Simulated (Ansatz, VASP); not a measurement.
**TeW in VASP and in Ansatz**

```
CELL_PARAMETERS angstrom
0.00000 3.06183 3.06183
3.06183 0.00000 3.06183
3.06183 3.06183 0.00000
ATOMIC_POSITIONS crystal
W 0.00000 0.00000 0.00000
Te 0.25000 0.25000 0.25000
```

Alike in both runs: functional PBE; k mesh 12 × 12 × 12; occupations gaussian, width 0.1 eV; collinear spin.

Ansatz relaxed the structure, and its values are those at the end. VASP's run is a single point on that final structure, the one shown.

```csv
,VASP,Ansatz
version,VASP 6.6.1,Ansatz 0.2.0
potentials or method,"VASP PAW PBE potentials, release 64 (W_sv, Te), cutoff 520 eV","scalar-relativistic, plane waves, PAW"
valence electrons in the cell,20,30
```

|  | VASP | Ansatz | Ansatz less VASP |
| --- | --- | --- | --- |
| gap on the k mesh at the Fermi level (eV) | none | none | - |
| pressure (GPa) | 0.0 | 0.0 | +0.01 |
| net moment per atom (μB) | 0.70 | 0.70 | -0.001 |
| size of the moment on the site where the two differ most (μB) | 1.10 | 0.95 | -0.152 |

Site moments also hang on the region over which each program counts them. A gap of «none» marks a metal or a gap that the smearing closes. VASP's potentials hold 20 valence electrons a cell and Ansatz's 30, so a difference there can come from the potentials and not from the codes.

Spin-orbit coupling is off throughout.
